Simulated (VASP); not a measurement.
Wanted: the native input for a VASP 6.6.1 run.

```
Task                   : single point
Functional             : PBE
Dispersion             : D3(BJ)
Potentials or basis    : VASP PAW PBE potentials, release 64 (Ga_d, P, H)
Cutoff                 : 520 eV
k mesh                 : 4 × 5 × 1
Occupations            : gaussian, width 0.05 eV
Spin                   : no spin polarisation
Dipole correction      : yes
Further INCAR settings : LREAL = Auto; ALGO = Normal; EDIFF = 1e-06; NBANDS = 88
```

The structure of Ga4P4H lies in POSCAR:

```
Ga4P4H
1.0
    7.7015734665      0.0000000000      0.0000000000
    0.0000000000      5.4458348239      0.0000000000
    0.0000000000      0.0000000000     24.7761800998
Ga P H
8 8 2
Direct
    0.2500000000      0.5000000000      0.3430714487
    0.7500000000      0.5000000000      0.3430714487
    0.5000000000      0.0000000000      0.4207829183
    0.0000000000      0.0000000000      0.4207829183
    0.7494187049      0.5016574099      0.5023371886
    0.2493984211      0.5023508178      0.5025291220
   -0.0007075716     -0.0614076806      0.5617948150
    0.4989360958     -0.0629528522      0.5614861906
    0.5000000000      0.2500000000      0.3430714487
    0.0000000000      0.2500000000      0.3430714487
    0.7500000000      0.7500000000      0.4207829183
    0.2500000000      0.7500000000      0.4207829183
   -0.0004600362      0.2543340369      0.4991256899
    0.4993559436      0.2541394161      0.4992069098
    0.2491934165      0.7232549353      0.5854060632
    0.7491590723      0.7231066752      0.5849330848
    0.9738769648      0.1856887683      0.6631582195
    0.9439354983      0.2982772630      0.6479346378
```

The input as run:

INCAR

```
SYSTEM = Ga4P4H
PREC = Accurate ; ENCUT = 520
EDIFF = 1E-6 ; ISMEAR = 0
SIGMA = 0.05 ; LREAL = Auto
LASPH = .TRUE. ; NELM = 100
ALGO = Normal ; ISIF = 2
LWAVE = .FALSE. ; LCHARG = .FALSE.
LDIPOL = .TRUE. ; IDIPOL = 3
DIPOL = 0.5 0.5 0.481 ; GGA = PE
IVDW = 12 ; NBANDS = 88
```

KPOINTS

```
regular mesh
0
G
  4 5 1
  0 0 0
```

Potentials or basis: VASP PAW PBE potentials, release 64 (Ga_d, P, H).

The run is started by

```console
$ cat potpaw_PBE.64/Ga_d/POTCAR potpaw_PBE.64/P/POTCAR potpaw_PBE.64/H/POTCAR > POTCAR
$ mpirun -np 1 vasp_std > vasp.out
```

It gave:

The largest force is 1.829 eV/Å, the band gap on the k mesh is 0.89 eV, indirect (least direct gap 0.91 eV) and the dispersion energy per atom is -0.204 eV.

It took 45 min on 1 thread of Intel(R) Xeon(R) 6975P-C (Granite Rapids), on a shared host, peak memory 1.3 GiB.
